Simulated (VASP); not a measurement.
Runs of VASP 6.6.1 on Hf. The structure is that of space group I4/mmm (No. 139), or close to it. The cells are those of the table. 

| cell | gap on the mesh (eV) | pressure (GPa) |
| --- | --- | --- |
| a = 2.952, b = 2.952, c = 3.014 Å, angles 59.3, 59.3, 61.4°, 1 atom | none | (a) |
| a = 3.150, b = 3.150, c = 2.888 Å, angles 62.7, 62.7, 54.6°, 1 atom | none | 13.1 |
| a = 3.017, b = 3.017, c = 3.140 Å, angles 58.6, 58.6, 62.7°, 1 atom | none | 12.7 |
| a = 3.083, b = 3.083, c = 2.888 Å, angles 62.1, 62.1, 55.9°, 1 atom | none | 19.2 |

Alike in all rows: task single point; level r2SCAN; potentials or basis VASP PAW PBE potentials, release 64 (Hf_pv); no spin polarisation; k mesh 18 × 18 × 18; cutoff (eV) 520; smearing gaussian 0.15 eV.

Problem. Estimate the missing entries.

Solution. (a) 25.9.

Caveats: the PAW data sets were made with another functional, which shifts forces and pressure a little; spin-orbit coupling is left out, which moves the levels of the heavy elements; the cell stands under pressure (at least some runs); the stress differs along the axes, from 7 to 16 GPa (at least some runs); the stress differs along the axes, from 15 to 21 GPa (at least some runs).

A k mesh can miss the band edges, and the runs leave out spin-orbit coupling on Hf.

A gap of «none» marks levels without a gap at the run's occupations.
